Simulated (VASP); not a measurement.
Runs of VASP 6.6.1 on Rh. The structure is that of space group P6_3/mmc (No. 194), or close to it. The cells are those of the table. 

| cell | gap on the mesh (eV) | pressure (GPa) |
| --- | --- | --- |
| a = 2.907, b = 2.907, c = 4.149 Å, angles 90.0, 90.0, 120.0°, 2 atoms | none | -21.1 |
| a = 2.719, b = 2.719, c = 4.744 Å, angles 90.0, 90.0, 120.0°, 2 atoms | none | -23.5 |
| a = 2.759, b = 2.759, c = 4.442 Å, angles 90.0, 90.0, 120.0°, 2 atoms | none | -18.3 |
| a = 2.686, b = 2.686, c = 4.686 Å, angles 90.0, 90.0, 120.0°, 2 atoms | none | (b) |
| a = 2.755, b = 2.755, c = 4.618 Å, angles 90.0, 90.0, 120.0°, 2 atoms | none | -24.4 |
| a = 2.650, b = 2.650, c = 4.814 Å, angles 90.0, 90.0, 120.0°, 2 atoms | none | (a) |
| a = 2.689, b = 2.689, c = 4.329 Å, angles 90.0, 90.0, 120.0°, 2 atoms | none | 0.0 |
| a = 2.868, b = 2.868, c = 4.262 Å, angles 90.0, 90.0, 120.0°, 2 atoms | none | -23.0 |

Alike in all rows: task single point; level PBEsol; potentials or basis VASP PAW PBE potentials, release 64 (Rh_pv); no spin polarisation; k mesh 21 × 21 × 12; cutoff (eV) 520; smearing gaussian 0.15 eV.

Estimate the missing entries.

(a) -15.1; (b) -17.2.

Caveats: the PAW data sets were made with another functional, which shifts forces and pressure a little.

A k mesh can miss the band edges, and the runs leave out spin-orbit coupling on Rh.

A gap of «none» marks levels without a gap at the run's occupations.
